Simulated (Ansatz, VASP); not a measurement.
# SnO2: VASP beside Ansatz

```
Sn O
1.0
     1.52515    0.88055    4.52797
    -1.52515    0.88055    4.52797
     0.00000   -1.76109    4.52797
Sn O
1 2
Direct
  0.50000 0.50000 0.50000
  0.24144 0.24144 0.24144
  0.75856 0.75856 0.75856
```

Alike in both runs: task single point; functional PBEsol; k mesh 12 × 12 × 12; occupations gaussian, width 0.05 eV; no spin polarisation.

|  | VASP | Ansatz |
| --- | --- | --- |
| version | VASP 6.6.1 | Ansatz 0.2.0 |
| potentials or method | VASP PAW PBE potentials, release 64 (Sn_d, O), cutoff 520 eV | scalar-relativistic, plane waves, PAW |
| valence electrons in the cell | 26 | 26 |

|  | VASP | Ansatz | Ansatz less VASP |
| --- | --- | --- | --- |
| gap on the k mesh at the Fermi level (eV) | 2.84 | 2.86 | +0.018 |
| least direct gap on the mesh (eV) | 3.05 | 3.06 | +0.010 |
| pressure (GPa) | 23.1 | 22.0 | -1.12 |
| traceless stress, the component that is largest in VASP (GPa) | -13.45 | -12.85 | +0.597 |
| rms of the force components (eV/Å) | 0.453 | 0.411 | -0.0422 |

VASP's potentials were made for PBE, not for PBEsol, and Ansatz warns of the same on its side. Atom by atom the forces differ by 0.042 eV/Å (rms over components). The functional is the same, so the differences come from potentials, cutoffs and numerics.
